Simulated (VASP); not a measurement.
# Li3SeF (Pm-3m) in VASP: single point with HSE06

Aim: the single point of Li3SeF with HSE06.

All numbers are computed with VASP 6.6.1; they aren't measurements. Logs are shortened: lines on timing, memory, paths and dates and some standing lists are left out, and cuts for length are marked.

### 1 The cell of the first run

The structure is cubic, space group Pm-3m (No. 221). The conventional cell has a = 3.996 Å, b = 3.996 Å, c = 3.996 Å, α = 90.00°, β = 90.00°, γ = 90.00°. Li (site symmetry 4/mmm) has 2 F at 2.00 Å within 2.6 Å. Se (site symmetry m-3m) has 12 Li at 2.83 Å and 8 F at 3.46 Å within 3.7 Å. Within 2.6 Å of F (site symmetry m-3m) lie 6 Li at 2.00 Å.

### 2 Single point, HSE06

File POSCAR:

```
Li3SeF
1.0
    3.9962740045      0.0000000000      0.0000000000
    0.0000000000      3.9962740045      0.0000000000
    0.0000000000      0.0000000000      3.9962740045
Li Se F
3 1 1
Direct
    0.5000000000      0.0000000000      0.5000000000
    0.5000000000      0.5000000000      0.0000000000
    0.0000000000      0.5000000000      0.5000000000
    0.0000000000      0.0000000000      0.0000000000
    0.5000000000      0.5000000000      0.5000000000
```

File INCAR.step1:

```
PREC     = Accurate       # precision mode
ENCUT    = 520            # plane-wave cutoff, eV
EDIFF    = 1E-5           # SCF threshold, eV
ISMEAR   = 0              # smearing method
SIGMA    = 0.02           # smearing width, eV
LREAL    = False          # projectors in reciprocal space
LASPH    = True           # aspherical terms in the spheres
NELM     = 100            # most SCF steps
ALGO     = Normal         # electronic algorithm
ISIF     = 2              # what is computed and relaxed
LWAVE    = True           # write WAVECAR
LCHARG   = False          # write CHGCAR
NBANDS   = 19             # bands
GGA      = PE             # functional
```

File INCAR.step2:

```
PREC     = Accurate       # precision mode
ENCUT    = 520            # plane-wave cutoff, eV
EDIFF    = 1E-6           # SCF threshold, eV
ISMEAR   = 0              # smearing method
SIGMA    = 0.02           # smearing width, eV
LREAL    = False          # projectors in reciprocal space
LASPH    = True           # aspherical terms in the spheres
NELM     = 100            # most SCF steps
ALGO     = Normal         # electronic algorithm
ISIF     = 2              # what is computed and relaxed
LWAVE    = False          # write WAVECAR
LCHARG   = False          # write CHGCAR
GGA      = PE             # functional
LHFCALC  = True           # exact exchange
HFSCREEN = 0.2079         # screening, 1/A
PRECFOCK = Fast         
NBANDS   = 19             # bands
ISTART   = 1
```

File KPOINTS:

```
Automatic mesh
0
Gamma
  4 4 4
```

Potentials or basis: VASP PAW PBE potentials, release 64 (Li_sv, Se, F).

The run is started by

```bash
$ cat potpaw_PBE.64/Li_sv/POTCAR potpaw_PBE.64/Se/POTCAR potpaw_PBE.64/F/POTCAR > POTCAR
$ cp INCAR.step1 INCAR
$ mpirun -np 1 vasp_std > vasp.out
$ cp INCAR.step2 INCAR
$ mpirun -np 1 vasp_std > vasp.out
```

OUTCAR:

```text
PREC = Accurate
   ENCUT = 520
   EDIFF = 1E-6
   ISMEAR = 0
   LREAL = False
   LASPH = True
   NELM = 100
   ISIF = 2
   GGA = PE
   LHFCALC = True
   HFSCREEN = 0.2079
   PRECFOCK = Fast
   ISTART = 1

 ion  position               nearest neighbor table
   1  0.500  0.000  0.500-   5 2.00   5 2.00
   2  0.500  0.500  0.000-   5 2.00   5 2.00
   3  0.000  0.500  0.500-   5 2.00   5 2.00
   4  0.000  0.000  0.000-
   5  0.500  0.500  0.500-   1 2.00   2 2.00   3 2.00   2 2.00   1 2.00   3 2.00

  LATTYP: Found a simple cubic cell.
 ALAT       =     3.9962740045

  Lattice vectors:

 A1 = (   3.9962740045,   0.0000000000,   0.0000000000)
 A2 = (   0.0000000000,   3.9962740045,   0.0000000000)
 A3 = (   0.0000000000,   0.0000000000,   3.9962740045)

Analysis of symmetry for initial positions (statically):
=====================================================================
 Subroutine PRICEL returns:
 Original cell was already a primitive cell.

 Routine SETGRP: Setting up the symmetry group for a
 simple cubic supercell.

 Subroutine GETGRP returns: Found 48 space group operations
 (whereof 48 operations were pure point group operations)
 out of a pool of 48 trial point group operations.

The static configuration has the point symmetry O_h .

Analysis of symmetry for dynamics (positions and initial velocities):
=====================================================================
 Subroutine PRICEL returns:
 Original cell was already a primitive cell.

 Routine SETGRP: Setting up the symmetry group for a
 simple cubic supercell.

 Subroutine GETGRP returns: Found 48 space group operations
 (whereof 48 operations were pure point group operations)
 out of a pool of 48 trial point group operations.

The dynamic configuration has the point symmetry O_h .

 Subroutine INISYM returns: Found 48 space group operations
 (whereof 48 operations are pure point group operations),
 and found     1 'primitive' translations

----------------------------------------------------------------------------------------

                                     Primitive cell

  volume of cell :      63.8213

  direct lattice vectors                    reciprocal lattice vectors
     3.996274005  0.000000000  0.000000000     0.250233092  0.000000000  0.000000000
[... 85 lines left out ...]
   POTIM  = 0.5000    time-step for ionic-motion
   TEBEG  =    0.0;   TEEND  =   0.0 temperature during run
   PSTRESS=    0.0 pullay stress
   NELECT =      22.0000    total number of electrons
   NUPDOWN=      -1.0000    fix difference up-down
   EMIN   =  10.00;   EMAX   =-10.00  energy-range for DOS
   EFERMI =   0.00;   METHOD = LEGACY
   ISMEAR =     0;   SIGMA  =   0.02  broadening in eV -4-tet -1-fermi 0-gaus
   EFERMI_NEDOS =   21; number of points for ismear=-14 and -15
   IALGO  =     38    algorithm
   IMIX   =      1    mixing-type and parameters
     AMIX     =   0.40;   BMIX     =  1.00
     AMIX_MAG =   1.60;   BMIX_MAG =  1.00
  volume/ion in A,a.u.               =      12.76        86.14
  Fermi-wavevector in a.u.,A,eV,Ry     =   1.147873  2.169165 17.927202  1.317612
  Thomas-Fermi vector in A             =   2.284551
   LORBIT       =      0    0 simple, 1 ext, 2 COOP (PROOUT), +10 PAW based schemes
   GGA     = PE    functional components
   LHFCALC =     T    Hartree Fock is set to
   PRECFOCK=fast      Normal, Fast or Accurate (Low or Medium for compatibility)
   ENCUT4O =  -1.0   cutoff for four orbital integrals eV
   NKREDX  =     1    reduce k-point grid by
   NKREDY  =     1    reduce k-point grid by
   NKREDZ  =     1    reduce k-point grid by
   AEXX    =    0.2500 exact exchange contribution
   HFSCREEN=    0.2079 screening length (either q_TF or 0.3 A-1)
   HFSCREENC=   0.2079 screening length for correlation (either q_TF or 0.3 A-1)
   ENCUTFOCK=  -1.0 apply spherical cutoff to Coloumb kernel
   IVDW    =     0    specifies the selected vdW correction
   LEPSILON=     F    determine dielectric tensor
   LRPA    =     F    only Hartree local field effects (RPA)
 non-spin polarized calculation
 Gauss-broadening in eV      SIGMA  =   0.02
  energy-cutoff  :      520.00
  volume of cell :       63.82
 maximum number of plane-waves:      1747
 NGX is ok and might be reduce to    30
  NGX = 16; NGY = 16; NGZ = 16

 number of electron      21.9999950 magnetization

 Free energy of the ion-electron system (eV)
  ---------------------------------------------------
  ext. energy  EPLUGINS =         0.00000000
  ---------------------------------------------------
  free energy    TOTEN  =       -23.63272452 eV

  energy without entropy =      -23.63272452  energy(sigma->0) =      -23.63272452

 E-fermi :   2.1137     XC(G=0):  -7.6401

 val. band max:        1.9907802544   @ k =   0.5000   0.5000   0.0000
 cond. band min:       6.8292120305   @ k =   0.0000   0.0000   0.0000
 fundamental gap:      4.8384317761
 Fermi energy:         2.1136893368

 k-point     1 :       0.0000    0.0000    0.0000
  band No.  band energies     occupation
      1     -46.6085      2.00000
      2     -46.5557      2.00000
      3     -46.5557      2.00000
      4     -24.7372      2.00000
      5     -10.7001      2.00000
      6      -5.2185      2.00000
[... 197 lines left out ...]
      6      -4.8975      2.00000
[... 11 lines left out ...]
     18      13.2506      0.00000
     19      18.3328      0.00000

------------------------ aborting loop because EDIFF is reached ----------------------------------------

  FORCE on cell =-STRESS in cart. coord.  units (eV):
  Direction    XX          YY          ZZ          XY          YZ          ZX
  --------------------------------------------------------------------------------------
  -------------------------------------------------------------------------------------
  Total       -0.5308281     -0.5308281     -0.5308281      0.0000000      0.0000000     -0.0000000
  in kB      -13.3259671    -13.3259671    -13.3259671      0.0000000      0.0000000     -0.0000000
  external PRESSURE =     -13.3259671 kB  Pullay stress =       0.0000000 kB

 VOLUME and BASIS-vectors are now :
 -----------------------------------------------------------------------------
  energy-cutoff  :      520.00
  volume of cell :       63.82
      direct lattice vectors                 reciprocal lattice vectors
     3.996274005  0.000000000  0.000000000     0.250233092  0.000000000  0.000000000
     0.000000000  3.996274005  0.000000000     0.000000000  0.250233092  0.000000000
     0.000000000  0.000000000  3.996274005     0.000000000  0.000000000  0.250233092

 POSITION                                       TOTAL-FORCE (eV/Angst)
 -----------------------------------------------------------------------------------
      1.99814      0.00000      1.99814         0.000000      0.000000      0.000000
      1.99814      1.99814      0.00000         0.000000      0.000000      0.000000
      0.00000      1.99814      1.99814         0.000000      0.000000      0.000000
      0.00000      0.00000      0.00000         0.000000      0.000000      0.000000
      1.99814      1.99814      1.99814         0.000000      0.000000      0.000000
 -----------------------------------------------------------------------------------
    total drift:                                0.000001      0.000000      0.000001

  FREE ENERGIE OF THE ION-ELECTRON SYSTEM (eV)
  ---------------------------------------------------
  free  energy   TOTEN  =       -23.6327245180 eV

  energy  without entropy=      -23.6327245180  energy(sigma->0) =      -23.63272452
```

OUTCAR.step1:

```text
PREC = Accurate
   ENCUT = 520
   EDIFF = 1E-5
   ISMEAR = 0
   LREAL = False
[... 436 lines left out ...]
      1.99814      1.99814      0.00000         0.000000      0.000000      0.000000
      0.00000      1.99814      1.99814         0.000000      0.000000      0.000000
      0.00000      0.00000      0.00000         0.000000      0.000000      0.000000
      1.99814      1.99814      1.99814         0.000000      0.000000      0.000000
 -----------------------------------------------------------------------------------
    total drift:                                0.000000      0.000000      0.000000

  FREE ENERGIE OF THE ION-ELECTRON SYSTEM (eV)
  ---------------------------------------------------
  free  energy   TOTEN  =       -20.4756046800 eV

  energy  without entropy=      -20.4756046800  energy(sigma->0) =      -20.47560468
```

Wall time 3.9 min (1 thread of Intel Xeon Platinum 8259CL at 2.50GHz (Skylake/Cascade Lake), shared host); peak memory 0.28 GiB.

Results:

```
Free energy            : -23.6327 eV
Band gap on the k mesh : 4.84 eV (least direct gap 5.08 eV)
```

Levels at points of the mesh, in eV from the valence-band top:
| k point | band 8 | band 9 | band 10 | band 11 | band 12 | band 13 | band 14 | band 15 |
| --- | --- | --- | --- | --- | --- | --- | --- | --- |
| (0.00, 0.00, 0.00) | -7.21 | -0.73 | -0.73 | -0.73 | 4.84 | 6.55 | 6.55 | 11.35 |
| (0.50, 0.00, 0.00) | -6.79 | -3.12 | -0.55 | -0.55 | 6.00 | 6.07 | 7.74 | 7.74 |
| (0.50, 0.50, 0.00) | -7.04 | -2.44 | -2.44 | 0.00 | 5.08 | 5.09 | 7.47 | 7.47 |
| (0.50, 0.50, 0.50) | -6.89 | -2.91 | -2.91 | -2.91 | 7.23 | 7.23 | 7.23 | 7.99 |

Caveat: the cutoff is under 1.25 times the usual one of these potentials, so pressure, stress and relaxed cells hold a basis-set (Pulay) error; the PAW data sets were made with another functional, which shifts forces and pressure a little.
